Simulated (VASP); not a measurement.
# SrTiO3 (Pm-3m) in VASP: notebook

Aim: see how the results for SrTiO3 move with the level of theory and the settings. Levels: r2SCAN, HSE06. Tasks: single point.

All numbers are computed with VASP 6.6.1; they aren't measurements. Logs are shortened: lines on timing, memory, paths and dates and some standing lists are left out, and cuts for length are marked.

## 1. The cell of the first run

Symmetry: Pm-3m, No. 221, cubic system. Conventional cell: a = 4.063 Å, b = 4.063 Å, c = 4.063 Å, α = 90.00°, β = 90.00°, γ = 90.00°. Sr (site symmetry m-3m) has 12 O at 2.87 Å and 8 Ti at 3.52 Å within 3.8 Å. Within 2.7 Å of Ti (site symmetry m-3m) lie 6 O at 2.03 Å. O (site symmetry 4/mmm) has 2 Ti at 2.03 Å within 2.7 Å.

## 2. Single point, r2SCAN, non-collinear spin, zero start, spin-orbit coupling (strain +4.0%)

Input file POSCAR:

```
SrTiO3
1.0
    4.0631255616      0.0000000000      0.0000000000
    0.0000000000      4.0631255616      0.0000000000
    0.0000000000      0.0000000000      4.0631255616
Sr Ti O
1 1 3
Direct
    0.0000000000      0.0000000000      0.0000000000
    0.5000000000      0.5000000000      0.5000000000
    0.5000000000      0.5000000000      0.0000000000
    0.5000000000      0.0000000000      0.5000000000
    0.0000000000      0.5000000000      0.5000000000
```

Input file INCAR.step1:

```
ALGO = Normal
EDIFF = 1E-4
ENCUT = 520
GGA = PE
GGA_COMPAT = F
ISMEAR = 0
LASPH = T
LCHARG = F
LMAXMIX = 4
LREAL = F
LSORBIT = T
LWAVE = T
MAGMOM = 0 0 0 0 0 0 0 0 0 0 0 0 0 0 0
NBANDS = 55
NELM = 150
PREC = Accurate
SIGMA = 0.01
```

Input file INCAR.step2:

```
ALGO = Normal
EDIFF = 1E-6
ENCUT = 520
GGA_COMPAT = F
ISIF = 2
ISMEAR = 0
ISTART = 1
LASPH = T
LCHARG = T
LMAXMIX = 4
LMIXTAU = T
LORBIT = 11
LORBMOM = T
LREAL = F
LSORBIT = T
LVHAR = T
LWAVE = F
MAGMOM = 0 0 0 0 0 0 0 0 0 0 0 0 0 0 0
METAGGA = R2SCAN
NBANDS = 55
NELM = 150
PREC = Accurate
SIGMA = 0.01
```

Input file KPOINTS:

```
k-points
0
Gamma
  6 6 6
```

Potentials or basis: VASP PAW PBE potentials, release 64 (Sr_sv, Ti_sv, O).

Started as:

```
$ cat potpaw_PBE.64/Sr_sv/POTCAR potpaw_PBE.64/Ti_sv/POTCAR potpaw_PBE.64/O/POTCAR > POTCAR
$ cp INCAR.step1 INCAR
$ mpirun -np 1 vasp_ncl > vasp.out
$ cp INCAR.step2 INCAR
$ mpirun -np 1 vasp_ncl > vasp.out
```

OUTCAR:

```text
EDIFF = 1E-6
   ENCUT = 520
   ISIF = 2
   ISMEAR = 0
   ISTART = 1
   LASPH = T
   LORBIT = 11
   LREAL = F
   LSORBIT = T
   METAGGA = R2SCAN
   NELM = 150
   PREC = Accurate

 ion  position               nearest neighbor table
   1  0.000  0.000  0.000-   3 2.87   4 2.87   5 2.87   4 2.87   5 2.87   3 2.87   5 2.87   5 2.87
                             3 2.87   4 2.87   4 2.87   3 2.87   2 3.52   2 3.52   2 3.52   2 3.52
   2  0.500  0.500  0.500-   3 2.03   4 2.03   5 2.03   3 2.03   4 2.03   5 2.03   1 3.52   1 3.52
                             1 3.52   1 3.52   1 3.52   1 3.52   1 3.52   1 3.52
   3  0.500  0.500  0.000-   2 2.03   2 2.03   1 2.87   1 2.87   1 2.87   1 2.87
   4  0.500  0.000  0.500-   2 2.03   2 2.03   1 2.87   1 2.87   1 2.87   1 2.87
   5  0.000  0.500  0.500-   2 2.03   2 2.03   1 2.87   1 2.87   1 2.87   1 2.87

  LATTYP: Found a simple cubic cell.
 ALAT       =     4.0631255616

  Lattice vectors:

 A1 = (   4.0631255616,   0.0000000000,   0.0000000000)
 A2 = (   0.0000000000,   4.0631255616,   0.0000000000)
 A3 = (   0.0000000000,   0.0000000000,   4.0631255616)

Analysis of symmetry for initial positions (statically):
=====================================================================
 Subroutine PRICEL returns:
 Original cell was already a primitive cell.

 Routine SETGRP: Setting up the symmetry group for a
 simple cubic supercell.

 Subroutine GETGRP returns: Found 48 space group operations
 (whereof 48 operations were pure point group operations)
 out of a pool of 48 trial point group operations.

The static configuration has the point symmetry O_h .

Analysis of symmetry for dynamics (positions and initial velocities):
=====================================================================
 Subroutine PRICEL returns:
 Original cell was already a primitive cell.

 Routine SETGRP: Setting up the symmetry group for a
 simple cubic supercell.

 Subroutine GETGRP returns: Found 48 space group operations
 (whereof 48 operations were pure point group operations)
 out of a pool of 48 trial point group operations.

The dynamic configuration has the point symmetry O_h .

Analysis of structural, dynamic, and magnetic symmetry:
=====================================================================
 Subroutine PRICEL returns:
 Original cell was already a primitive cell.

 Routine SETGRP: Setting up the symmetry group for a
 simple cubic supercell.

 Subroutine GETGRP returns: Found 48 space group operations
 (whereof 48 operations were pure point group operations)
 out of a pool of 48 trial point group operations.

The overall configuration has the point symmetry O_h .

 Subroutine INISYM returns: Found 48 space group operations
 (whereof 48 operations are pure point group operations),
 and found     1 'primitive' translations

----------------------------------------------------------------------------------------

                                     Primitive cell

  volume of cell :      67.0781

  direct lattice vectors                    reciprocal lattice vectors
     4.063125562  0.000000000  0.000000000     0.246115948  0.000000000  0.000000000
     0.000000000  4.063125562  0.000000000     0.000000000  0.246115948  0.000000000
     0.000000000  0.000000000  4.063125562     0.000000000  0.000000000  0.246115948

  length of vectors
     4.063125562  4.063125562  4.063125562     0.246115948  0.246115948  0.246115948

  position of ions in fractional coordinates (direct lattice)
     0.000000000  0.000000000  0.000000000
     0.500000000  0.500000000  0.500000000
     0.500000000  0.500000000  0.000000000
     0.500000000  0.000000000  0.500000000
     0.000000000  0.500000000  0.500000000

  ion indices of the primitive-cell ions
   primitive index   ion index
                 1           1
                 2           2
[... 119 lines left out ...]
  free energy    TOTEN  =       -63.01501560 eV

  energy without entropy =      -63.01501560  energy(sigma->0) =      -63.01501560

 E-fermi :   3.0686     XC(G=0): -11.2674

 val. band max:        2.9328590676   @ k =   0.5000   0.5000   0.5000
 cond. band min:       4.9162142381   @ k =   0.0000   0.0000   0.0000
 fundamental gap:      1.9833551705
 Fermi energy:         3.0686051641

 k-point     1 :       0.0000    0.0000    0.0000
  band No.  band energies     occupation
      1     -56.2801      1.00000
      2     -56.2801      1.00000
      3     -31.8441      1.00000
      4     -31.8441      1.00000
      5     -31.3338      1.00000
      6     -31.3338      1.00000
[... 1089 lines left out ...]
     51      10.1080      0.00000
     52      10.1080      0.00000
 [bands above 52 left out]

------------------------ aborting loop because EDIFF is reached ----------------------------------------

  FORCE on cell =-STRESS in cart. coord.  units (eV):
  Direction    XX          YY          ZZ          XY          YZ          ZX
  --------------------------------------------------------------------------------------
  -------------------------------------------------------------------------------------
  Total       -6.9421786     -6.9421786     -6.9421786      0.0000000     -0.0000000      0.0000000
  in kB     -165.8156942   -165.8156942   -165.8156942      0.0000000     -0.0000000      0.0000000
  external PRESSURE =    -165.8156942 kB  Pullay stress =       0.0000000 kB

 VOLUME and BASIS-vectors are now :
 -----------------------------------------------------------------------------
  energy-cutoff  :      520.00
  volume of cell :       67.08
      direct lattice vectors                 reciprocal lattice vectors
     4.063125562  0.000000000  0.000000000     0.246115948  0.000000000  0.000000000
     0.000000000  4.063125562  0.000000000     0.000000000  0.246115948  0.000000000
     0.000000000  0.000000000  4.063125562     0.000000000  0.000000000  0.246115948

 POSITION                                       TOTAL-FORCE (eV/Angst)
 -----------------------------------------------------------------------------------
      0.00000      0.00000      0.00000         0.000000      0.000000      0.000000
      2.03156      2.03156      2.03156         0.000000      0.000000      0.000000
      2.03156      2.03156      0.00000         0.000000      0.000000      0.000000
      2.03156      0.00000      2.03156         0.000000      0.000000      0.000000
      0.00000      2.03156      2.03156         0.000000      0.000000      0.000000
 -----------------------------------------------------------------------------------
    total drift:                                0.000000      0.000000      0.000000

  FREE ENERGIE OF THE ION-ELECTRON SYSTEM (eV)
  ---------------------------------------------------
  free  energy   TOTEN  =       -63.0150155998 eV

  energy  without entropy=      -63.0150155998  energy(sigma->0) =      -63.01501560

 orbital moment (x)

 # of ion     p       d       tot
 ----------------------------------------
  1         0.000  -0.000  -0.000
  2         0.000  -0.000  -0.000
  3         0.000   0.000   0.000
  4         0.000   0.000   0.000
  5        -0.000   0.000  -0.000
 ----------------------------------------
            0.000  -0.000  -0.000

 orbital moment (y)

 # of ion     p       d       tot
 ----------------------------------------
  1         0.000  -0.000  -0.000
  2         0.000   0.000   0.000
  3         0.000   0.000   0.000
  4         0.000   0.000   0.000
  5         0.000   0.000   0.000
 ----------------------------------------
            0.000  -0.000  -0.000

 orbital moment (z)

 # of ion     p       d       tot
 ----------------------------------------
  1         0.000   0.000   0.000
  2         0.000   0.000   0.000
  3         0.000   0.000   0.000
  4         0.000   0.000   0.000
  5         0.000   0.000   0.000
 ----------------------------------------
            0.000   0.000   0.000

 Spin-Orbit-Coupling matrix elements

 Ion:    1  E_soc:     -0.1609868
 l=   1
     0.0000000    -0.0268169    -0.0268169
    -0.0268169     0.0000000    -0.0268169
    -0.0268169    -0.0268169     0.0000000
 l=   2
     0.0000000    -0.0000032     0.0000000    -0.0000032    -0.0000110
    -0.0000032     0.0000000    -0.0000083    -0.0000032    -0.0000028
     0.0000000    -0.0000083     0.0000000    -0.0000083     0.0000000
    -0.0000032    -0.0000032    -0.0000083     0.0000000    -0.0000028
    -0.0000110    -0.0000028     0.0000000    -0.0000028     0.0000000
 l=   3
     0.0000000     0.0000000     0.0000000     0.0000000     0.0000000     0.0000000     0.0000000
     0.0000000     0.0000000     0.0000000     0.0000000     0.0000000     0.0000000     0.0000000
     0.0000000     0.0000000     0.0000000     0.0000000     0.0000000     0.0000000     0.0000000
     0.0000000     0.0000000     0.0000000     0.0000000     0.0000000     0.0000000     0.0000000
[... 69 lines left out ...]
 l=   2
     0.0000000     0.0000000     0.0000000     0.0000000     0.0000000
     0.0000000     0.0000000     0.0000000     0.0000000     0.0000000
     0.0000000     0.0000000     0.0000000     0.0000000     0.0000000
     0.0000000     0.0000000     0.0000000     0.0000000     0.0000000
     0.0000000     0.0000000     0.0000000     0.0000000     0.0000000
 l=   3
     0.0000000     0.0000000     0.0000000     0.0000000     0.0000000     0.0000000     0.0000000
     0.0000000     0.0000000     0.0000000     0.0000000     0.0000000     0.0000000     0.0000000
     0.0000000     0.0000000     0.0000000     0.0000000     0.0000000     0.0000000     0.0000000
     0.0000000     0.0000000     0.0000000     0.0000000     0.0000000     0.0000000     0.0000000
     0.0000000     0.0000000     0.0000000     0.0000000     0.0000000     0.0000000     0.0000000
     0.0000000     0.0000000     0.0000000     0.0000000     0.0000000     0.0000000     0.0000000
     0.0000000     0.0000000     0.0000000     0.0000000     0.0000000     0.0000000     0.0000000

 total charge

# of ion       s       p       d       tot
------------------------------------------
    1        1.992   5.881   0.145   8.018
    2        2.193   6.240   1.567   9.999
    3        1.563   3.463   0.000   5.026
    4        1.563   3.463   0.000   5.026
    5        1.563   3.463   0.000   5.026
--------------------------------------------------
tot          8.874  22.510   1.712  33.096

 magnetization (x)

# of ion       s       p       d       tot
------------------------------------------
    1       -0.000   0.000   0.000  -0.000
    2        0.000   0.000   0.000   0.000
    3        0.000   0.000   0.000   0.000
    4        0.000  -0.000   0.000  -0.000
    5        0.000  -0.000   0.000  -0.000
--------------------------------------------------
tot          0.000   0.000   0.000   0.000

 magnetization (y)

# of ion       s       p       d       tot
------------------------------------------
    1        0.000   0.000   0.000   0.000
    2       -0.000   0.000   0.000   0.000
    3        0.000   0.000   0.000   0.000
    4        0.000   0.000   0.000   0.000
    5        0.000   0.000   0.000   0.000
--------------------------------------------------
tot          0.000   0.000   0.000   0.000

 magnetization (z)

# of ion       s       p       d       tot
------------------------------------------
    1        0.000   0.000   0.000   0.000
    2       -0.000  -0.000  -0.000  -0.000
    3        0.000  -0.000   0.000  -0.000
    4        0.000   0.000   0.000   0.000
    5       -0.000  -0.000   0.000  -0.000
--------------------------------------------------
tot          0.000  -0.000  -0.000  -0.000
```

Run time: 27 min. Hardware: 1 thread of AMD EPYC 7R13, shared host; peak memory 0.36 GiB.

What came out:

- Free energy: -63.0150 eV
- Pressure: -16.6 GPa
- Net moment: 0.00 μB per cell
- Valence electrons inside the program's atomic spheres: Sr 8.02; Ti 10.00; O 5.03

Moments on the atoms (μB; x, y, z):
```
Sr  0.00 0.00 0.00
Ti  0.00 0.00 0.00
O   0.00 0.00 0.00
O   0.00 0.00 0.00
O   0.00 0.00 0.00
```

Caveat: the cell differs from its parent crystal (strain +4.0%); the PAW data sets were made with another functional, which shifts forces and pressure a little.

## 3. Single point, HSE06 (strain +4.0%)

POSCAR is that of step 2.

Input file INCAR.step1:

```
PREC = Accurate
ENCUT = 520
EDIFF = 1E-5
ISMEAR = 0
SIGMA = 0.01
LREAL = False
LASPH = True
NELM = 60
ALGO = Normal
ISIF = 2
LWAVE = True
LCHARG = False
NBANDS = 28
GGA = PE
```

Input file INCAR.step2:

```
PREC = Accurate
ENCUT = 520
EDIFF = 1E-6
ISMEAR = 0
SIGMA = 0.01
LREAL = False
LASPH = True
NELM = 60
ALGO = Normal
ISIF = 2
LWAVE = False
LCHARG = False
GGA = PE
LHFCALC = True
HFSCREEN = 0.2079
PRECFOCK = Fast
NBANDS = 28
ISTART = 1
```

Input file KPOINTS:

```
regular mesh
0
Gamma
  4 4 4
```

Potentials or basis: VASP PAW PBE potentials, release 64 (Sr_sv, Ti_sv, O).

Started as:

```
$ cat potpaw_PBE.64/Sr_sv/POTCAR potpaw_PBE.64/Ti_sv/POTCAR potpaw_PBE.64/O/POTCAR > POTCAR
$ cp INCAR.step1 INCAR
$ mpirun -np 1 vasp_std > vasp.out
$ cp INCAR.step2 INCAR
$ mpirun -np 1 vasp_std > vasp.out
```

Wall time 26 min (1 thread of Intel Xeon Platinum 8375C at 2.90GHz (Ice Lake), shared host); peak memory 0.29 GiB.

It converged, with:

| Item | Value |
| --- | --- |
| Free energy | -48.1283 eV |
| Pressure | -18.2 GPa |
| Band gap on the k mesh | 2.98 eV, indirect (least direct gap 3.39 eV) |

Levels at points of the mesh, in eV from the valence-band top:
| k point | band 16 | band 17 | band 18 | band 19 | band 20 | band 21 | band 22 | band 23 | band 24 | band 25 |
| --- | --- | --- | --- | --- | --- | --- | --- | --- | --- | --- |
| (0.00, 0.00, 0.00) | -1.07 | -1.07 | -0.41 | -0.41 | -0.41 | 2.98 | 2.98 | 2.98 | 4.78 | 4.78 |
| (0.50, 0.00, 0.00) | -2.21 | -2.21 | -1.73 | -0.76 | -0.76 | 3.11 | 4.70 | 4.70 | 4.79 | 6.85 |
| (0.50, 0.50, 0.00) | -2.59 | -1.97 | -1.57 | -1.57 | -0.07 | 4.71 | 4.71 | 5.22 | 5.68 | 8.82 |
| (0.50, 0.50, 0.50) | -3.68 | -3.68 | 0.00 | 0.00 | 0.00 | 5.38 | 5.38 | 5.38 | 8.14 | 8.14 |

Caveat: the cell differs from its parent crystal (strain +4.0%); the PAW data sets were made with another functional, which shifts forces and pressure a little. A k mesh can miss the band edges.

## 4. Single point, HSE06 (strain +2.0%)

Edit POSCAR of step 3 so:

```diff
@@ -2,5 +2,5 @@
 1.0
-    4.0631255616      0.0000000000      0.0000000000
-    0.0000000000      4.0631255616      0.0000000000
-    0.0000000000      0.0000000000      4.0631255616
+    3.9849885316      0.0000000000      0.0000000000
+    0.0000000000      3.9849885316      0.0000000000
+    0.0000000000      0.0000000000      3.9849885316
 Sr Ti O
```

Input file INCAR.step1:

```
SYSTEM = SrTiO3
PREC = Accurate ; ENCUT = 520
EDIFF = 1E-5 ; ISMEAR = 0
SIGMA = 0.01 ; LREAL = .FALSE.
LASPH = .TRUE. ; NELM = 100
ALGO = Normal ; ISIF = 2
LWAVE = .TRUE. ; LCHARG = .FALSE.
NBANDS = 28 ; GGA = PE
```

Input file INCAR.step2:

```
SYSTEM = SrTiO3
PREC = Accurate ; ENCUT = 520
EDIFF = 1E-6 ; ISMEAR = 0
SIGMA = 0.01 ; LREAL = .FALSE.
LASPH = .TRUE. ; NELM = 100
ALGO = Normal ; ISIF = 2
LWAVE = .FALSE. ; LCHARG = .FALSE.
GGA = PE ; LHFCALC = .TRUE.
HFSCREEN = 0.2079 ; PRECFOCK = Fast
NBANDS = 28 ; ISTART = 1
```

Input file KPOINTS:

```
regular mesh
0
G
  4 4 4
  0 0 0
```

Started as:

```
$ cat potpaw_PBE.64/Sr_sv/POTCAR potpaw_PBE.64/Ti_sv/POTCAR potpaw_PBE.64/O/POTCAR > POTCAR
$ cp INCAR.step1 INCAR
$ mpirun -np 1 vasp_std > vasp.out
$ cp INCAR.step2 INCAR
$ mpirun -np 1 vasp_std > vasp.out
```

Run time: 12 min. Hardware: 1 thread of Intel Xeon Platinum 8375C at 2.90GHz (Ice Lake), shared host; peak memory 0.29 GiB.

The run converged. Its results:

| Item | Value |
| --- | --- |
| Free energy | -48.4758 eV |
| Pressure | -10.9 GPa |
| Band gap on the k mesh | 3.13 eV, indirect (least direct gap 3.54 eV) |

Levels at points of the mesh, in eV from the valence-band top:
| k point | band 17 | band 18 | band 19 | band 20 | band 21 | band 22 | band 23 | band 24 |
| --- | --- | --- | --- | --- | --- | --- | --- | --- |
| (0.00, 0.00, 0.00) | -1.16 | -0.40 | -0.40 | -0.40 | 3.13 | 3.13 | 3.13 | 5.22 |
| (0.50, 0.00, 0.00) | -2.35 | -1.90 | -0.79 | -0.79 | 3.29 | 5.04 | 5.04 | 5.23 |
| (0.50, 0.50, 0.00) | -1.98 | -1.64 | -1.64 | -0.08 | 5.05 | 5.05 | 5.59 | 6.21 |
| (0.50, 0.50, 0.50) | -3.86 | 0.00 | 0.00 | 0.00 | 5.78 | 5.78 | 5.78 | 8.39 |

Caveat: the cell differs from its parent crystal (strain +2.0%); the PAW data sets were made with another functional, which shifts forces and pressure a little.

## 5. The runs side by side

```tsv
level	spin	cell	k mesh	grid for exact exchange (PRECFOCK)	screening parameter	gap on the mesh (eV)	pressure (GPa)
r2SCAN	non-collinear, zero start, SOC	a = 4.063 Å, 5 atoms	6 × 6 × 6	-	-	-	-16.6
HSE06	off	a = 4.063 Å, 5 atoms	4 × 4 × 4	Fast	0.2079 1/Å	2.98	-18.2
HSE06	off	a = 3.985 Å, 5 atoms	4 × 4 × 4	Fast	0.2079 1/Å	3.13	-10.9
```

Alike in all rows: task single point; potentials or basis VASP PAW PBE potentials, release 64 (Sr_sv, Ti_sv, O); cutoff (eV) 520; smearing gaussian 0.01 eV.

Caveats: the PAW data sets were made with another functional, which shifts forces and pressure a little.

Absolute energies hang on the potentials; compare differences alone.
